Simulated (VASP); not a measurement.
# HfO2 (R-3m) in VASP: further runs, part 2 of 2

VASP 6.6.1. The steps go on from the part before.

### 3 Single point, r2SCAN (epitaxial 111 strain -3.6%)

Contents of POSCAR:

```
HfO2
1.0
    0.1399273969      2.5785649893      2.5785649893
    2.5785649893      0.1399273969      2.5785649893
    2.5785649893      2.5785649893      0.1399273969
Hf O
1 2
Direct
    0.0000000000      0.0000000000      0.0000000000
    0.2467702832      0.2467702832      0.2467702832
    0.7532297168      0.7532297168      0.7532297168
```

Contents of INCAR.step1:

```
PREC = Accurate
ENCUT = 520
ISMEAR = 0
SIGMA = 0.01
LREAL = F
LASPH = T
NELM = 100
NBANDS = 18
GGA = PE
ALGO = Normal
EDIFF = 1E-4
LWAVE = T
LCHARG = F
```

Contents of INCAR.step2:

```
PREC = Accurate
ENCUT = 520
EDIFF = 1E-6
ISMEAR = 0
SIGMA = 0.01
LREAL = F
LASPH = T
NELM = 100
ALGO = Normal
ISIF = 2
LWAVE = F
LCHARG = F
METAGGA = R2SCAN
LMIXTAU = T
NBANDS = 18
ISTART = 1
```

Contents of KPOINTS:

```
regular mesh
0
Gamma
  8 8 8
```

Potentials or basis: VASP PAW PBE potentials, release 64 (Hf_pv, O).

Started as:

```console
> cat potpaw_PBE.64/Hf_pv/POTCAR potpaw_PBE.64/O/POTCAR > POTCAR
> cp INCAR.step1 INCAR
> mpirun -np 1 vasp_std > vasp.out
> cp INCAR.step2 INCAR
> mpirun -np 1 vasp_std > vasp.out
```

OUTCAR:

```text
PREC = Accurate
   ENCUT = 520
   EDIFF = 1E-6
   ISMEAR = 0
   LREAL = F
   LASPH = T
   NELM = 100
   ISIF = 2
   METAGGA = R2SCAN
   ISTART = 1

 ion  position               nearest neighbor table
   1  0.000  0.000  0.000-   3 2.14   3 2.14   3 2.14   2 2.14   2 2.14   2 2.14   3 2.26   2 2.26

   2  0.247  0.247  0.247-   1 2.14   1 2.14   1 2.14   1 2.26
   3  0.753  0.753  0.753-   1 2.14   1 2.14   1 2.14   1 2.26

  LATTYP: Found a trigonal (rhomboedric) cell.
 ALAT       =     3.6493252095
 COS(alpha) =     0.5534507193

  Lattice vectors:

 A1 = (   0.1399273969,   2.5785649893,   2.5785649893)
 A2 = (   2.5785649893,   0.1399273969,   2.5785649893)
 A3 = (   2.5785649893,   2.5785649893,   0.1399273969)

Analysis of symmetry for initial positions (statically):
=====================================================================
 Subroutine PRICEL returns:
 Original cell was already a primitive cell.

 Routine SETGRP: Setting up the symmetry group for a
 trigonal (rhombohedral) supercell.

 Subroutine GETGRP returns: Found 12 space group operations
 (whereof 12 operations were pure point group operations)
 out of a pool of 12 trial point group operations.

The static configuration has the point symmetry D_3d.

Analysis of symmetry for dynamics (positions and initial velocities):
=====================================================================
 Subroutine PRICEL returns:
 Original cell was already a primitive cell.

 Routine SETGRP: Setting up the symmetry group for a
 trigonal (rhombohedral) supercell.

 Subroutine GETGRP returns: Found 12 space group operations
 (whereof 12 operations were pure point group operations)
 out of a pool of 12 trial point group operations.

The dynamic configuration has the point symmetry D_3d.

 Subroutine INISYM returns: Found 12 space group operations
 (whereof 12 operations are pure point group operations),
 and found     1 'primitive' translations

----------------------------------------------------------------------------------------

                                     Primitive cell

  volume of cell :      31.5014

  direct lattice vectors                    reciprocal lattice vectors
     0.139927397  2.578564989  2.578564989    -0.210448667  0.199616364  0.199616364
     2.578564989  0.139927397  2.578564989     0.199616364 -0.210448667  0.199616364
     2.578564989  2.578564989  0.139927397     0.199616364  0.199616364 -0.210448667

  length of vectors
     3.649325209  3.649325209  3.649325209     0.352110816  0.352110816  0.352110816

  position of ions in fractional coordinates (direct lattice)
     0.000000000  0.000000000  0.000000000
     0.246770283  0.246770283  0.246770283
     0.753229717  0.753229717  0.753229717

  ion indices of the primitive-cell ions
   primitive index   ion index
                 1           1
                 2           2
                 3           3

----------------------------------------------------------------------------------------

 KPOINTS: regular mesh

Automatic generation of k-mesh.
 Grid dimensions read from file:
 generate k-points for:    8    8    8

 Generating k-lattice:

  Cartesian coordinates                     Fractional coordinates (reciprocal lattice)
    -0.026306083  0.024952045  0.024952045     0.125000000  0.000000000  0.000000000
     0.024952045 -0.026306083  0.024952045     0.000000000  0.125000000  0.000000000
     0.024952045  0.024952045 -0.026306083     0.000000000  0.000000000  0.125000000

  Length of vectors
     0.044013852  0.044013852  0.044013852

  Shift w.r.t. Gamma in fractional coordinates (k-lattice)
     0.000000000  0.000000000  0.000000000

 Subroutine IBZKPT returns following result:
 ===========================================

 Found     65 irreducible k-points:

 Following reciprocal coordinates:
            Coordinates               Weight
  0.000000  0.000000  0.000000      1.000000
  0.125000  0.000000  0.000000      6.000000
  0.250000  0.000000  0.000000      6.000000
  0.375000  0.000000 -0.000000      6.000000
  0.500000  0.000000  0.000000      3.000000
  0.125000  0.125000  0.000000      6.000000
[... 16 lines left out ...]
  0.250000  0.125000  0.125000      6.000000
  0.375000  0.125000  0.125000      6.000000
 [... further k-points ...]
   k-points           NKPTS =     65   k-points in BZ     NKDIM =     65   number of bands    NBANDS=     18
   number of dos      NEDOS =    301   number of ions     NIONS =      3
   total plane-waves  NPLWV =  21952
   dimension x,y,z NGX =    28 NGY =   28 NGZ =   28
   dimension x,y,z NGXF=    56 NGYF=   56 NGZF=   56
   ions per type =               1   2
   NGX,Y,Z   is equivalent  to a cutoff of  12.76, 12.76, 12.76 a.u.
   NGXF,Y,Z  is equivalent  to a cutoff of  25.51, 25.51, 25.51 a.u.
 SYSTEM =  unknown system
   PREC   = accura    normal or accurate (medium, high low for compatibility)
   ISTART =      1    job   : 0-new  1-cont  2-samecut
   ICHARG =      0    charge: 1-file 2-atom 10-const
   ISPIN  =      1    spin polarized calculation?
   LNONCOLLINEAR =      F non collinear calculations
   LSORBIT =      F    spin-orbit coupling
   LASPH  =      T    aspherical Exc in radial PAW
   ENCUT  =  520.0 eV  38.22 Ry    6.18 a.u.   6.79  6.79  6.79*2*pi/ulx,y,z
   NELM   =    100;   NELMIN=  2; NELMDL=  0     # of ELM steps
   EDIFF  = 0.1E-05   stopping-criterion for ELM
   LREAL  =      F    real-space projection
   EDIFFG = 0.1E-04   stopping-criterion for IOM
   NSW    =      0    number of steps for IOM
   IBRION =     -1    ionic relax: 0-MD 1-quasi-New 2-CG
   NFREE  =      0    steps in history (QN), initial steepest desc. (CG)
   ISIF   =      2    stress and relaxation
   ISYM   =      2    0-nonsym 1-usesym 2-fastsym
   POTIM  = 0.5000    time-step for ionic-motion
   TEBEG  =    0.0;   TEEND  =   0.0 temperature during run
   PSTRESS=    0.0 pullay stress
   NELECT =      22.0000    total number of electrons
   NUPDOWN=      -1.0000    fix difference up-down
   EMIN   =  10.00;   EMAX   =-10.00  energy-range for DOS
   EFERMI =   0.00;   METHOD = LEGACY
   ISMEAR =     0;   SIGMA  =   0.01  broadening in eV -4-tet -1-fermi 0-gaus
   EFERMI_NEDOS =   21; number of points for ismear=-14 and -15
   IALGO  =     38    algorithm
   IMIX   =      4    mixing-type and parameters
     AMIX     =   0.40;   BMIX     =  1.00
     AMIX_MAG =   1.60;   BMIX_MAG =  1.00
  volume/ion in A,a.u.               =      10.50        70.86
  Fermi-wavevector in a.u.,A,eV,Ry     =   1.452466  2.744763 28.703634  2.109658
  Thomas-Fermi vector in A             =   2.569845
   LORBIT       =      0    0 simple, 1 ext, 2 COOP (PROOUT), +10 PAW based schemes
   METAGGA = R2SCAN    functional components
   LHFCALC =     F    Hartree Fock is set to
   AEXX    =    0.0000 exact exchange contribution
   IVDW    =     0    specifies the selected vdW correction
   LEPSILON=     F    determine dielectric tensor
   LRPA    =     F    only Hartree local field effects (RPA)
 non-spin polarized calculation
 Gauss-broadening in eV      SIGMA  =   0.01
  energy-cutoff  :      520.00
  volume of cell :       31.50
 maximum number of plane-waves:       861
   NGX = 13   NGY = 13   NGZ = 13

 number of electron      22.0000000 magnetization

 Free energy of the ion-electron system (eV)
  ---------------------------------------------------
  ext. energy  EPLUGINS =         0.00000000
  ---------------------------------------------------
  free energy    TOTEN  =       -68.47927267 eV

  energy without entropy =      -68.47927267  energy(sigma->0) =      -68.47927267

 E-fermi :   4.3059     XC(G=0): -12.7765

 val. band max:        4.1658252288   @ k =   0.5000   0.5000   0.0000
 cond. band min:       8.5957179571   @ k =   0.5000   0.5000   0.0000
 fundamental gap:      4.4298927283
 Fermi energy:         4.3059268806

 k-point     1 :       0.0000    0.0000    0.0000
  band No.  band energies     occupation
      1     -26.3361      2.00000
      2     -26.2803      2.00000
      3     -26.2803      2.00000
      4     -15.7533      2.00000
      5     -12.5754      2.00000
      6      -1.6391      2.00000
[... 10 lines left out ...]
     17      15.7304      0.00000
     18      17.1055      0.00000
[... 466 lines left out ...]
      2     -26.4189      2.00000
      3     -26.3244      2.00000
      4     -14.7048      2.00000
      5     -13.2559      2.00000
      6      -1.0627      2.00000
[... 10 lines left out ...]
     17      15.2262      0.00000
     18      17.1015      0.00000

 [... further k-points ...]

------------------------ aborting loop because EDIFF is reached ----------------------------------------

  FORCE on cell =-STRESS in cart. coord.  units (eV):
  Direction    XX          YY          ZZ          XY          YZ          ZX
  --------------------------------------------------------------------------------------
  -------------------------------------------------------------------------------------
  Total        0.8612771      0.8612771      0.8612771     -0.7928700     -0.7928700     -0.7928700
  in kB       43.8050583     43.8050583     43.8050583    -40.3258321    -40.3258321    -40.3258321
  external PRESSURE =      43.8050583 kB  Pullay stress =       0.0000000 kB

 VOLUME and BASIS-vectors are now :
 -----------------------------------------------------------------------------
  energy-cutoff  :      520.00
  volume of cell :       31.50
      direct lattice vectors                 reciprocal lattice vectors
     0.139927397  2.578564989  2.578564989    -0.210448667  0.199616364  0.199616364
     2.578564989  0.139927397  2.578564989     0.199616364 -0.210448667  0.199616364
     2.578564989  2.578564989  0.139927397     0.199616364  0.199616364 -0.210448667

 POSITION                                       TOTAL-FORCE (eV/Angst)
 -----------------------------------------------------------------------------------
      0.00000      0.00000      0.00000         0.000000      0.000000      0.000000
      1.30716      1.30716      1.30716         0.036594      0.036594      0.036594
      3.98990      3.98990      3.98990        -0.036594     -0.036594     -0.036594
 -----------------------------------------------------------------------------------
    total drift:                               -0.000000      0.000000      0.000000

  FREE ENERGIE OF THE ION-ELECTRON SYSTEM (eV)
  ---------------------------------------------------
  free  energy   TOTEN  =       -68.4792726742 eV

  energy  without entropy=      -68.4792726742  energy(sigma->0) =      -68.47927267
```

OSZICAR.step1:

```text
N       E                     dE             d eps       ncg     rms          rms(c)
DAV:   1     0.898457272867E+02    0.89846E+02   -0.12807E+04  2340   0.122E+03
DAV:   2    -0.320196757206E+02   -0.12187E+03   -0.11788E+03  2988   0.285E+02
DAV:   3    -0.358196567777E+02   -0.38000E+01   -0.37871E+01  2710   0.449E+01
DAV:   4    -0.358406927917E+02   -0.21036E-01   -0.21029E-01  2852   0.372E+00
DAV:   5    -0.358408211486E+02   -0.12836E-03   -0.12835E-03  2628   0.270E-01    0.522E+01
DAV:   6    -0.302568871513E+02    0.55839E+01   -0.19642E+01  2390   0.326E+01    0.442E+01
DAV:   7    -0.301776286539E+02    0.79258E-01   -0.66021E-01  2646   0.670E+00    0.299E+01
DAV:   8    -0.301652266671E+02    0.12402E-01   -0.22467E-01  2556   0.443E+00    0.912E+00
DAV:   9    -0.301478307509E+02    0.17396E-01   -0.56214E-02  2472   0.197E+00    0.264E+00
DAV:  10    -0.301479001453E+02   -0.69394E-04   -0.28879E-03  2744   0.419E-01    0.253E-01
DAV:  11    -0.301479551666E+02   -0.55021E-04   -0.15026E-04  2506   0.110E-01
   1 F= -.30147955E+02 E0= -.30147955E+02  d E =-.107835E-49
```

Run time: 1.7 min. Hardware: 1 thread of AMD EPYC 9R14 (Zen 4), shared host; peak memory 0.16 GiB.

Results:

```
Free energy            : -68.4793 eV
Pressure               : 4.4 GPa
Largest force          : 0.063 eV/Å
Band gap on the k mesh : 4.43 eV, direct
```

Forces in eV/Å, atoms in the order of the input:
```
Hf   0.000  0.000  0.000
O    0.037  0.037  0.037
O   -0.037 -0.037 -0.037
```

Caveat: the cell differs from its parent crystal (epitaxial 111 strain -3.6%); the PAW data sets were made with another functional, which shifts forces and pressure a little; spin-orbit coupling is left out, which moves the levels of the heavy elements. A k mesh can miss the band edges.
